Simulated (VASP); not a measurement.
# SnO2 (Imma) in VASP: a series of runs, part 2 of 2

VASP 6.6.1. The steps go on from the part before.

## 3. Single point, PBEsol

INCAR

```
SYSTEM = SnO2
PREC = Accurate ; ENCUT = 600
EDIFF = 1E-6 ; ISMEAR = -1
SIGMA = 0.05 ; LREAL = .FALSE.
LASPH = .TRUE. ; NELM = 120
ALGO = Normal ; ISIF = 2
LWAVE = .FALSE. ; LCHARG = .FALSE.
GGA = PS ; NBANDS = 64
GGA_COMPAT = .FALSE.
```

KPOINTS

```
regular mesh
0
G
  6 6 6
  0 0 0
```

POSCAR

```
SnO2
1.0
   -3.2488970000      3.4144700000      3.4140210000
    3.2488970000     -3.4144700000      3.4140210000
    3.2488970000      3.4144700000     -3.4140210000
Sn O
4 8
Direct
    0.5000000000      0.0000000000      0.0000000000
    0.5000000000      0.5000000000      0.5000000000
    0.0035990000      0.7535990000      0.2500000000
    0.9964010000      0.2464010000      0.7500000000
    0.8064960000      0.8037740000      0.4972780000
    0.8064960000      0.3092180000      0.0027220000
    0.3024350000      0.2459400000      0.0564950000
    0.6894450000      0.2459400000      0.4435050000
    0.3105550000      0.7540600000      0.5564950000
    0.1935040000      0.6907820000      0.9972780000
    0.6975650000      0.7540600000      0.9435050000
    0.1935040000      0.1962260000      0.5027220000
```

Potentials or basis: VASP PAW PBE potentials, release 64 (Sn_d, O).

The run is started by

```
$ cat potpaw_PBE.64/Sn_d/POTCAR potpaw_PBE.64/O/POTCAR > POTCAR
$ mpirun -np 1 vasp_std > vasp.out
```

OUTCAR:

```text
SYSTEM = SnO2
   PREC = Accurate
   ENCUT = 600
   EDIFF = 1E-6
   ISMEAR = -1
   LREAL = .FALSE.
   LASPH = .TRUE.
   NELM = 120
   ISIF = 2
   GGA = PS

 ion  position               nearest neighbor table
   1  0.500  0.000  0.000-   6 2.09  10 2.09   7 2.09  11 2.09   8 2.09   9 2.09   2 3.25   2 3.25

   2  0.500  0.500  0.500-   5 2.09  12 2.09   9 2.09   8 2.09  11 2.09   7 2.09   1 3.25   1 3.25

   3  0.004  0.754  0.250-  10 2.09  12 2.09   9 2.09  11 2.09   5 2.10   6 2.10   4 3.25   4 3.25

   4  0.996  0.246  0.750-   6 2.09   5 2.09   8 2.09   7 2.09  12 2.10  10 2.10   3 3.25   3 3.25

   5  0.806  0.804  0.497-   4 2.09   2 2.09   3 2.10
   6  0.806  0.309  0.003-   4 2.09   1 2.09   3 2.10
   7  0.302  0.246  0.056-   4 2.09   1 2.09   2 2.09
   8  0.689  0.246  0.444-   4 2.09   2 2.09   1 2.09
   9  0.311  0.754  0.556-   3 2.09   2 2.09   1 2.09
  10  0.194  0.691  0.997-   3 2.09   1 2.09   4 2.10
  11  0.698  0.754  0.944-   3 2.09   1 2.09   2 2.09
  12  0.194  0.196  0.503-   3 2.09   2 2.09   4 2.10
[... 221 lines left out ...]
      5     -14.9652      2.00000
      6     -14.9215      2.00000
[... 1597 lines left out ...]
     63      14.6638      0.00000
     64      14.6918      0.00000

 [... further k-points ...]

------------------------ aborting loop because EDIFF is reached ----------------------------------------

  FORCE on cell =-STRESS in cart. coord.  units (eV):
  Direction    XX          YY          ZZ          XY          YZ          ZX
  --------------------------------------------------------------------------------------
  -------------------------------------------------------------------------------------
  Total       -6.7403273     -5.3587368     -5.3359400      0.0000000     -0.0000000      0.0000000
  in kB      -71.2863119    -56.6744858    -56.4333847      0.0000000     -0.0000000      0.0000000
  external PRESSURE =     -61.4647275 kB  Pullay stress =       0.0000000 kB

 VOLUME and BASIS-vectors are now :
 -----------------------------------------------------------------------------
  energy-cutoff  :      600.00
  volume of cell :      151.49
      direct lattice vectors                 reciprocal lattice vectors
    -3.248897000  3.414470000  3.414021000     0.000000000  0.146435611  0.146454869
     3.248897000 -3.414470000  3.414021000     0.153898385  0.000000000  0.146454869
     3.248897000  3.414470000 -3.414021000     0.153898385  0.146435611  0.000000000

 POSITION                                       TOTAL-FORCE (eV/Angst)
 -----------------------------------------------------------------------------------
     -1.62445      1.70724      1.70701         0.000000     -0.000000      0.000000
      1.62445      1.70724      1.70701         0.000000     -0.000000      0.000000
      3.24890     -1.70723      1.73158        -0.000000     -0.000000     -0.058747
      0.00000      5.12171      1.68244         0.000000     -0.000000      0.058747
      1.60676      1.70724      3.79978         0.037773     -0.000000      0.075605
     -1.60676      1.70723      3.79978        -0.037773      0.000000      0.075605
     -0.00000      0.38580      1.67929         0.000000      0.076468      0.032564
      0.00000      3.02867      1.67929         0.000000     -0.076468      0.032564
      3.24890      0.38580      1.73473         0.000000      0.076468     -0.032564
      4.85566      1.70723     -0.38576         0.037773      0.000000     -0.075605
      3.24890      3.02867      1.73473        -0.000000     -0.076468     -0.032564
      1.64214      1.70723     -0.38576        -0.037773     -0.000000     -0.075605
 -----------------------------------------------------------------------------------
    total drift:                                0.000000      0.000000     -0.000000

  FREE ENERGIE OF THE ION-ELECTRON SYSTEM (eV)
  ---------------------------------------------------
  free  energy   TOTEN  =       -79.2673854255 eV

  energy  without entropy=      -79.2673330326  energy(sigma->0) =      -79.26735923
```

stdout:

```text
POSCAR found type information on POSCAR SnO
 POSCAR found :  2 types and      12 ions
 scaLAPACK will be used
 -----------------------------------------------------------------------------
|                                                                             |
|                                                                             |
|     You enforced a specific xc type in the INCAR file but a different       |
|     I HOPE YOU KNOW WHAT YOU ARE DOING!                                     |
|                                                                             |
 -----------------------------------------------------------------------------

 LDA part: xc-table for (Slater+PW92), standard interpolation
 POSCAR, INCAR and KPOINTS ok, starting setup
 FFT: planning ... GRIDC
 FFT: planning ... GRID_SOFT
 FFT: planning ... GRID
 WAVECAR not read
 entering main loop
```

It took 21 min on 1 thread of Oxide Virtual Turin-like, shared host; peak memory 0.54 GiB.

Results:

* Free energy: -79.2674 eV
* Pressure: -6.1 GPa
* Largest force: 0.085 eV/Å
* Band gap on the k mesh: 0.53 eV

Forces in eV/Å, atoms in the order of the input:
```
Sn   0.000  0.000  0.000
Sn   0.000  0.000  0.000
Sn   0.000  0.000 -0.059
Sn   0.000  0.000  0.059
O    0.038  0.000  0.076
O   -0.038  0.000  0.076
O    0.000  0.076  0.033
O    0.000 -0.076  0.033
O    0.000  0.076 -0.033
O    0.038  0.000 -0.076
O    0.000 -0.076 -0.033
O   -0.038  0.000 -0.076
```

Stress tensor (GPa, compression positive):
```
-7.13  0.00  0.00
 0.00 -5.67  0.00
 0.00  0.00 -5.64
```

Levels at points of the mesh, in eV from the valence-band top:
```csv
k point,band 50,band 51,band 52,band 53,band 54,band 55
"(0.00, 0.00, 0.00)",-0.75,-0.74,0.00,0.53,4.20,4.20
"(0.50, 0.00, 0.00)",-0.76,-0.61,-0.61,3.76,3.76,5.71
"(0.00, 0.50, 0.00)",-0.81,-0.51,-0.47,3.88,3.88,5.46
"(0.50, 0.50, 0.00)",-0.81,-0.49,-0.49,3.88,3.88,5.47
"(0.50, 0.50, 0.50)",-1.19,-0.86,-0.85,4.14,4.15,5.45
```

Caveat: the cell stands under tension; semilocal functionals underestimate gaps, and a narrow one can read as zero; the PAW data sets were made with another functional, which shifts forces and pressure a little; spin-orbit coupling is left out, which moves the levels of the heavy elements.
